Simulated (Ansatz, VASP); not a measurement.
**BiH4 in VASP and in Ansatz**

```
CELL_PARAMETERS angstrom
3.09786 0.00000 0.00000
-1.54893 2.68282 0.00000
0.00000 0.00000 6.57147
ATOMIC_POSITIONS crystal
Bi 0.00000 0.00000 0.00000
H 0.50000 0.00000 0.50000
H 0.00000 0.50000 0.50000
H 0.50000 0.50000 0.50000
H 0.00000 0.00000 0.50000
```

Alike in both runs: task relaxation of cell and atoms; functional PBE; k mesh 15 × 15 × 6; occupations gaussian, width 0.1 eV; no spin polarisation.

```csv
,VASP,Ansatz
version,VASP 6.6.1,Ansatz 0.2.0
potentials or method,"VASP PAW PBE potentials, release 64 (Bi_d, H), cutoff 600 eV","scalar-relativistic, plane waves, PAW"
valence electrons in the cell,19,19
```

```csv
,VASP,Ansatz,Ansatz less VASP
"gap on the k mesh at the Fermi level, each at its own relaxed structure (eV)",none,none,-
relaxed volume (Å³/atom),10.92,10.92,0.000
relaxed cell length with the largest relative difference (Å),3.098,3.098,0.0000
```

A gap of «none» marks a metal or a gap that the smearing closes.

Spin-orbit coupling is off throughout. Noted on VASP's run: the relaxation stopped at its first step, so nothing moved.
